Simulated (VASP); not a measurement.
# Ge in VASP: further runs

Ge is run at these levels: LDA; tasks: single point.

Everything below comes from runs of VASP 6.6.1. Logs are shortened: lines on timing, memory, paths and dates and some standing lists are left out, and cuts for length are marked.

## (1) The cell of the first run

The cell holds a slab with vacuum, 2 atoms: a = 4.022 Å, b = 4.022 Å, c = 28.000 Å, α = 90.00°, β = 90.00°, γ = 120.00°.

## (2) Single point, LDA

Input file INCAR:

```
PREC = Accurate
ENCUT = 520
EDIFF = 1E-7
ISMEAR = 0
SIGMA = 0.1
LREAL = F
LASPH = T
NELM = 60
ALGO = Normal
ISIF = 2
LWAVE = F
LCHARG = F
LDIPOL = T
IDIPOL = 3
DIPOL = 0.5 0.5 0.500
NBANDS = 21
```

Input file KPOINTS:

```
Automatic mesh
0
Gamma
  12 12 1
```

Input file POSCAR:

```
Ge
1.0
    4.0220000000      0.0000000000      0.0000000000
   -2.0110000000      3.4831541740      0.0000000000
    0.0000000000      0.0000000000     28.0000000000
Ge
2
Direct
    0.3333333333      0.6666666667      0.5000000000
    0.6666666667      0.3333333333      0.5000000000
```

Potentials or basis: VASP PAW LDA potentials, release 64 (Ge_d).

On the command line:

```
> cat potpaw_LDA.64/Ge_d/POTCAR > POTCAR
> mpirun -np 1 vasp_std > vasp.out
```

OUTCAR:

```text
PREC = Accurate
   ENCUT = 520
   EDIFF = 1E-7
   ISMEAR = 0
   LREAL = F
   LASPH = T
   NELM = 60
   ISIF = 2

 ion  position               nearest neighbor table
   1  0.333  0.667  0.500-   2 2.32   2 2.32   2 2.32
   2  0.667  0.333  0.500-   1 2.32   1 2.32   1 2.32

  LATTYP: Found a hexagonal cell.
 ALAT       =     4.0220000000
 C/A-ratio  =     6.9617105917

  Lattice vectors:

 A1 = (   4.0220000000,   0.0000000000,   0.0000000000)
 A2 = (  -2.0110000000,   3.4831541740,   0.0000000000)
 A3 = (   0.0000000000,   0.0000000000,  28.0000000000)

Analysis of symmetry for initial positions (statically):
=====================================================================
 Subroutine PRICEL returns:
 Original cell was already a primitive cell.

 Routine SETGRP: Setting up the symmetry group for a
 hexagonal supercell.

 Subroutine GETGRP returns: Found 24 space group operations
 (whereof 24 operations were pure point group operations)
 out of a pool of 24 trial point group operations.

The static configuration has the point symmetry D_6h.

Analysis of symmetry for dynamics (positions and initial velocities):
=====================================================================
 Subroutine PRICEL returns:
 Original cell was already a primitive cell.

 Routine SETGRP: Setting up the symmetry group for a
 hexagonal supercell.

 Subroutine GETGRP returns: Found 24 space group operations
 (whereof 24 operations were pure point group operations)
 out of a pool of 24 trial point group operations.

The dynamic configuration has the point symmetry D_6h.

 Subroutine INISYM returns: Found 24 space group operations
 (whereof 24 operations are pure point group operations),
 and found     1 'primitive' translations

----------------------------------------------------------------------------------------

                                     Primitive cell

  volume of cell :     392.2589

  direct lattice vectors                    reciprocal lattice vectors
     4.022000000  0.000000000  0.000000000     0.248632521  0.143548053  0.000000000
    -2.011000000  3.483154174  0.000000000     0.000000000  0.287096106  0.000000000
     0.000000000  0.000000000 28.000000000     0.000000000  0.000000000  0.035714286

  length of vectors
     4.022000000  4.022000000 28.000000000     0.287096106  0.287096106  0.035714286

  position of ions in fractional coordinates (direct lattice)
     0.333333333  0.666666667  0.500000000
     0.666666667  0.333333333  0.500000000

  ion indices of the primitive-cell ions
   primitive index   ion index
                 1           1
                 2           2

----------------------------------------------------------------------------------------

 KPOINTS: Automatic mesh

Automatic generation of k-mesh.
 Grid dimensions read from file:
 generate k-points for:   12   12    1

 Generating k-lattice:

  Cartesian coordinates                     Fractional coordinates (reciprocal lattice)
     0.020719377  0.011962338  0.000000000     0.083333333  0.000000000  0.000000000
     0.000000000  0.023924676  0.000000000     0.000000000  0.083333333  0.000000000
     0.000000000  0.000000000  0.035714286     0.000000000  0.000000000  1.000000000

  Length of vectors
     0.023924676  0.023924676  0.035714286

  Shift w.r.t. Gamma in fractional coordinates (k-lattice)
     0.000000000  0.000000000  0.000000000

 Subroutine IBZKPT returns following result:
 ===========================================

 Found     19 irreducible k-points:

 Following reciprocal coordinates:
            Coordinates               Weight
  0.000000  0.000000  0.000000      1.000000
  0.083333 -0.000000  0.000000      6.000000
  0.166667  0.000000  0.000000      6.000000
  0.250000 -0.000000  0.000000      6.000000
  0.333333  0.000000  0.000000      6.000000
  0.416667  0.000000  0.000000      6.000000
[... 11 lines left out ...]
  0.333333  0.250000  0.000000     12.000000
  0.333333  0.333333  0.000000      2.000000
   k-points           NKPTS =     19   k-points in BZ     NKDIM =     19   number of bands    NBANDS=     21
   number of dos      NEDOS =    301   number of ions     NIONS =      2
   total plane-waves  NPLWV = 189000
   dimension x,y,z NGX =    30 NGY =   30 NGZ =  210
   dimension x,y,z NGXF=    60 NGYF=   60 NGZF=  420
   ions per type =               2
   NGX,Y,Z   is equivalent  to a cutoff of  12.40, 12.40, 12.47 a.u.
   NGXF,Y,Z  is equivalent  to a cutoff of  24.80, 24.80, 24.94 a.u.
 SYSTEM =  unknown system
   PREC   = accura    normal or accurate (medium, high low for compatibility)
   ISTART =      0    job   : 0-new  1-cont  2-samecut
   ICHARG =      2    charge: 1-file 2-atom 10-const
   ISPIN  =      1    spin polarized calculation?
   LNONCOLLINEAR =      F non collinear calculations
   LSORBIT =      F    spin-orbit coupling
   LASPH  =      T    aspherical Exc in radial PAW
   ENCUT  =  520.0 eV  38.22 Ry    6.18 a.u.   7.48  7.48 52.06*2*pi/ulx,y,z
   NELM   =     60;   NELMIN=  2; NELMDL= -5     # of ELM steps
   EDIFF  = 0.1E-06   stopping-criterion for ELM
   LREAL  =      F    real-space projection
   EDIFFG = 0.1E-05   stopping-criterion for IOM
   NSW    =      0    number of steps for IOM
   IBRION =     -1    ionic relax: 0-MD 1-quasi-New 2-CG
   NFREE  =      0    steps in history (QN), initial steepest desc. (CG)
   ISIF   =      2    stress and relaxation
   ISYM   =      2    0-nonsym 1-usesym 2-fastsym
   POTIM  = 0.5000    time-step for ionic-motion
   TEBEG  =    0.0;   TEEND  =   0.0 temperature during run
   PSTRESS=    0.0 pullay stress
   NELECT =      28.0000    total number of electrons
   NUPDOWN=      -1.0000    fix difference up-down
   EMIN   =  10.00;   EMAX   =-10.00  energy-range for DOS
   EFERMI =   0.00;   METHOD = LEGACY
   ISMEAR =     0;   SIGMA  =   0.10  broadening in eV -4-tet -1-fermi 0-gaus
   EFERMI_NEDOS =   21; number of points for ismear=-14 and -15
   IALGO  =     38    algorithm
   IMIX   =      4    mixing-type and parameters
     AMIX     =   0.40;   BMIX     =  1.00
     AMIX_MAG =   1.60;   BMIX_MAG =  1.00
  volume/ion in A,a.u.               =     196.13      1323.55
  Fermi-wavevector in a.u.,A,eV,Ry     =   0.679104  1.283321  6.274774  0.461183
  Thomas-Fermi vector in A             =   1.757204
   LORBIT       =      0    0 simple, 1 ext, 2 COOP (PROOUT), +10 PAW based schemes
   GGA     = CA    functional components
   LHFCALC =     F    Hartree Fock is set to
   AEXX    =    0.0000 exact exchange contribution
   IVDW    =     0    specifies the selected vdW correction
   LEPSILON=     F    determine dielectric tensor
   LRPA    =     F    only Hartree local field effects (RPA)
 non-spin polarized calculation
 Gauss-broadening in eV      SIGMA  =   0.10
  energy-cutoff  :      520.00
  volume of cell :      392.26
 maximum number of plane-waves:     10617
 NGX is ok and might be reduce to    30
   NGX = 15   NGY = 15   NGZ =105

 dipolmoment           0.000000      0.000000      0.000000 electrons x Angstroem

 number of electron      27.9999993 magnetization

 dipolmoment           0.000000      0.000000     -0.000000 electrons x Angstroem

 Free energy of the ion-electron system (eV)
  ---------------------------------------------------
  ext. energy  EPLUGINS =         0.00000000
  ---------------------------------------------------
  free energy    TOTEN  =        -8.95125711 eV

  energy without entropy =       -8.94953532  energy(sigma->0) =       -8.95039622

 E-fermi :  -3.5912     XC(G=0):  -1.6659

 val. band max:       -4.0803997636   @ k =   0.3333   0.2500   0.0000
 cond. band min:      -3.5043417944   @ k =   0.3333   0.3333   0.0000
 fundamental gap:      0.5760579692
 Fermi energy:        -3.5911656057

 k-point     1 :       0.0000    0.0000    0.0000
  band No.  band energies     occupation
      1     -28.9535      2.00000
      2     -28.9224      2.00000
      3     -28.9224      2.00000
      4     -28.8619      2.00000
      5     -28.8619      2.00000
      6     -28.7375      2.00000
[... 13 lines left out ...]
     20       1.1517      0.00000
     21       1.5705      0.00000

 k-point     2 :       0.0833   -0.0000    0.0000
  band No.  band energies     occupation
      1     -28.9563      2.00000
      2     -28.9363      2.00000
      3     -28.9318      2.00000
      4     -28.8632      2.00000
      5     -28.8599      2.00000
      6     -28.7251      2.00000
[... 13 lines left out ...]
     20       1.2380      0.00000
     21       1.6551      0.00000

 k-point     3 :       0.1667    0.0000    0.0000
  band No.  band energies     occupation
      1     -28.9761      2.00000
      2     -28.9668      2.00000
      3     -28.9388      2.00000
      4     -28.8666      2.00000
      5     -28.8541      2.00000
      6     -28.7006      2.00000
[... 13 lines left out ...]
     20       1.1762      0.00000
     21       1.4965      0.00000

 k-point     4 :       0.2500   -0.0000    0.0000
  band No.  band energies     occupation
      1     -29.0068      2.00000
      2     -28.9990      2.00000
      3     -28.9363      2.00000
      4     -28.8711      2.00000
      5     -28.8453      2.00000
      6     -28.7023      2.00000
[... 13 lines left out ...]
     20       1.9269      0.00000
     21       2.0270      0.00000

 k-point     5 :       0.3333    0.0000    0.0000
  band No.  band energies     occupation
      1     -29.0336      2.00000
      2     -29.0253      2.00000
      3     -28.9320      2.00000
      4     -28.8754      2.00000
      5     -28.8351      2.00000
      6     -28.7140      2.00000
[... 13 lines left out ...]
     20       2.7378      0.00000
     21       2.9078      0.00000
[... 262 lines left out ...]
     20       3.8502      0.00000
     21       4.1265      0.00000

 k-point    17 :       0.2500    0.2500    0.0000
  band No.  band energies     occupation
      1     -29.0969      2.00000
      2     -28.9841      2.00000
      3     -28.9469      2.00000
      4     -28.8848      2.00000
      5     -28.8092      2.00000
      6     -28.7403      2.00000
[... 13 lines left out ...]
     20       3.2979      0.00000
     21       3.4736      0.00000

 k-point    18 :       0.3333    0.2500    0.0000
  band No.  band energies     occupation
      1     -29.1101      2.00000
      2     -28.9804      2.00000
      3     -28.9498      2.00000
      4     -28.8876      2.00000
      5     -28.7947      2.00000
      6     -28.7551      2.00000
[... 13 lines left out ...]
     20       3.7745      0.00000
     21       4.0898      0.00000

 k-point    19 :       0.3333    0.3333    0.0000
  band No.  band energies     occupation
      1     -29.1165      2.00000
      2     -28.9638      2.00000
      3     -28.9638      2.00000
      4     -28.8891      2.00000
      5     -28.7749      2.00000
      6     -28.7749      2.00000
[... 13 lines left out ...]
     20       3.5690      0.00000
     21       3.5690      0.00000

------------------------ aborting loop because EDIFF is reached ----------------------------------------

 vacuum level on the upper side and lower side of the slab       (xc-potential included)        -0.006        -0.006

  FORCE on cell =-STRESS in cart. coord.  units (eV):
  Direction    XX          YY          ZZ          XY          YZ          ZX
  --------------------------------------------------------------------------------------
  -------------------------------------------------------------------------------------
  Total       -0.2925764     -0.2925764     -0.0139766      0.0000000      0.0000000      0.0000000
  in kB       -1.1950253     -1.1950253     -0.0570873      0.0000000      0.0000000      0.0000000
  external PRESSURE =      -0.8157126 kB  Pullay stress =       0.0000000 kB

 VOLUME and BASIS-vectors are now :
 -----------------------------------------------------------------------------
  energy-cutoff  :      520.00
  volume of cell :      392.26
      direct lattice vectors                 reciprocal lattice vectors
     4.022000000  0.000000000  0.000000000     0.248632521  0.143548053  0.000000000
    -2.011000000  3.483154174  0.000000000     0.000000000  0.287096106  0.000000000
     0.000000000  0.000000000 28.000000000     0.000000000  0.000000000  0.035714286

 POSITION                                       TOTAL-FORCE (eV/Angst)
 -----------------------------------------------------------------------------------
     -0.00000      2.32210     14.00000         0.000000      0.000000     -0.000000
      2.01100      1.16105     14.00000         0.000000     -0.000000      0.000000
 -----------------------------------------------------------------------------------
    total drift:                                0.000000      0.000000     -0.000000

  FREE ENERGIE OF THE ION-ELECTRON SYSTEM (eV)
  ---------------------------------------------------
  free  energy   TOTEN  =        -8.9512571149 eV

  energy  without entropy=       -8.9495353171  energy(sigma->0) =       -8.95039622

 vacuum level on the upper side and lower side of the slab         1.103         1.103
```

It took 3.7 min on 1 thread of Intel Xeon Platinum 8375C at 2.90GHz (Ice Lake), shared host; peak memory 0.4 GiB.

What came out:

```yaml
Free_energy: -8.9513 eV
Band_gap_on_the_k_mesh: zero (band 14 reaches -3.50 eV, above the bottom of band 15 at -4.60 eV)
```

## (3) Single point, LDA

This run uses another cell than the first one, of 183.94 Å³/atom, 0.938 times its volume.

Input file INCAR:

```
ALGO = Normal
DIPOL = 0.5 0.5 0.500
EDIFF = 1E-7
ENCUT = 520
GGA = CA
IDIPOL = 3
ISIF = 2
ISMEAR = 0
LASPH = T
LCHARG = F
LDIPOL = T
LREAL = F
LWAVE = F
NBANDS = 21
NELM = 80
PREC = Accurate
SIGMA = 0.1
```

Input file KPOINTS:

```
k-points
0
Gamma
  12 12 1
```

Input file POSCAR:

```
Ge
1.0
    3.8950000000      0.0000000000      0.0000000000
   -1.9475000000      3.3731689477      0.0000000000
    0.0000000000      0.0000000000     28.0000000000
Ge
2
Direct
    0.3333333333      0.6666666667      0.5000000000
    0.6666666667      0.3333333333      0.5000000000
```

Potentials or basis: VASP PAW LDA potentials, release 64 (Ge_d).

On the command line:

```
> cat potpaw_LDA.64/Ge_d/POTCAR > POTCAR
> mpirun -np 1 vasp_std > vasp.out
```

OUTCAR:

```text
EDIFF = 1E-7
   ENCUT = 520
   GGA = CA
   ISIF = 2
   ISMEAR = 0
   LASPH = T
   LREAL = F
   NELM = 80
   PREC = Accurate

 ion  position               nearest neighbor table
   1  0.333  0.667  0.500-   2 2.25   2 2.25   2 2.25
   2  0.667  0.333  0.500-   1 2.25   1 2.25   1 2.25

  LATTYP: Found a hexagonal cell.
 ALAT       =     3.8950000000
 C/A-ratio  =     7.1887034660

  Lattice vectors:

 A1 = (   3.8950000000,   0.0000000000,   0.0000000000)
 A2 = (  -1.9475000000,   3.3731689477,   0.0000000000)
 A3 = (   0.0000000000,   0.0000000000,  28.0000000000)

[... 639 lines left out ...]

  FORCE on cell =-STRESS in cart. coord.  units (eV):
  Direction    XX          YY          ZZ          XY          YZ          ZX
  --------------------------------------------------------------------------------------
  -------------------------------------------------------------------------------------
  Total        2.6412744      2.6412744     -0.0167926      0.0000000     -0.0000000     -0.0000000
  in kB       11.5032490     11.5032490     -0.0731349      0.0000000     -0.0000000     -0.0000000
  external PRESSURE =       7.6444544 kB  Pullay stress =       0.0000000 kB

 VOLUME and BASIS-vectors are now :
 -----------------------------------------------------------------------------
  energy-cutoff  :      520.00
  volume of cell :      367.88
      direct lattice vectors                 reciprocal lattice vectors
     3.895000000  0.000000000  0.000000000     0.256739409  0.148228567  0.000000000
    -1.947500000  3.373168948  0.000000000     0.000000000  0.296457134  0.000000000
     0.000000000  0.000000000 28.000000000     0.000000000  0.000000000  0.035714286

 POSITION                                       TOTAL-FORCE (eV/Angst)
 -----------------------------------------------------------------------------------
     -0.00000      2.24878     14.00000        -0.000000      0.000000      0.000000
      1.94750      1.12439     14.00000         0.000000      0.000000     -0.000000
 -----------------------------------------------------------------------------------
    total drift:                                0.000000      0.000000     -0.000000

  FREE ENERGIE OF THE ION-ELECTRON SYSTEM (eV)
  ---------------------------------------------------
  free  energy   TOTEN  =        -8.8811569303 eV

  energy  without entropy=       -8.8797767512  energy(sigma->0) =       -8.88046684

 vacuum level on the upper side and lower side of the slab         1.154         1.154
```

OSZICAR:

```text
N       E                     dE             d eps       ncg     rms          rms(c)
DAV:   1     0.160121732748E+03    0.16012E+03   -0.14083E+04   950   0.132E+03
DAV:   2     0.761346181538E+01   -0.15251E+03   -0.14819E+03  1103   0.262E+02
DAV:   3    -0.848730793744E+01   -0.16101E+02   -0.16063E+02  1100   0.110E+02
DAV:   4    -0.911161486255E+01   -0.62431E+00   -0.62335E+00   999   0.251E+01
[... 13 lines left out ...]
DAV:  18    -0.888115503679E+01   -0.58332E-05   -0.15715E-07   743   0.267E-03    0.267E-04
DAV:  19    -0.888115617771E+01   -0.11409E-05   -0.85571E-09   675   0.127E-03    0.184E-04
DAV:  20    -0.888115672060E+01   -0.54289E-06   -0.40256E-09   590   0.573E-04    0.558E-05
DAV:  21    -0.888115689469E+01   -0.17410E-06   -0.66127E-10   616   0.409E-04    0.441E-05
DAV:  22    -0.888115693026E+01   -0.35568E-07    0.33830E-10   584   0.242E-04
   1 F= -.88811569E+01 E0= -.88804668E+01  d E =-.138018E-02
```

It took 3.5 min on 1 thread of Intel Xeon 6975P-C, shared host; peak memory 0.39 GiB.

Results:

| Item | Value |
| --- | --- |
| Free energy | -8.8812 eV |
| Band gap on the k mesh | zero (band 14 reaches -3.41 eV, above the bottom of band 15 at -3.57 eV) |

[end of part 1 of 2]
